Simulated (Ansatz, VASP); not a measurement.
## Two plane-wave programs on Al

```
Al
1.0
     5.70413    0.76989    0.03188
     0.78345    6.00812   -0.64904
     0.05833   -0.65845    5.65690
Al
11
Direct
  0.04537 0.68512 0.00300
  0.52943 0.68591 0.00089
  0.03727 0.69810 0.49464
  0.86760 0.36047 0.66570
  0.86769 0.36036 0.16562
  0.20614 0.03176 0.83923
  0.52921 0.68898 0.49189
  0.20593 0.03479 0.33024
  0.68999 0.03567 0.32823
  0.36761 0.36036 0.66558
  0.69807 0.02266 0.83656
```

Alike in both runs: functional r2SCAN; k mesh 4 × 4 × 4; occupations gaussian, width 0.1 eV; no spin polarisation.

Ansatz relaxed the structure, and its values are those at the end. VASP's run is a single point on that final structure, the one shown.

|  | VASP | Ansatz |
| --- | --- | --- |
| version | VASP 6.6.1 | Ansatz 0.2.0 |
| potentials or method | VASP PAW PBE potentials, release 64 (Al), cutoff 520 eV | scalar-relativistic, plane waves, PAW |
| valence electrons in the cell | 33 | 33 |

|  | VASP | Ansatz | Ansatz less VASP |
| --- | --- | --- | --- |
| gap on the k mesh at the Fermi level (eV) | none | none | - |
| rms of the force components (eV/Å) | 0.012 | 0.012 | -0.0002 |

VASP's potentials were made for PBE, not for r2SCAN. A gap of «none» marks a metal or a gap that the smearing closes. The functional is the same, so the differences come from potentials, cutoffs and numerics.
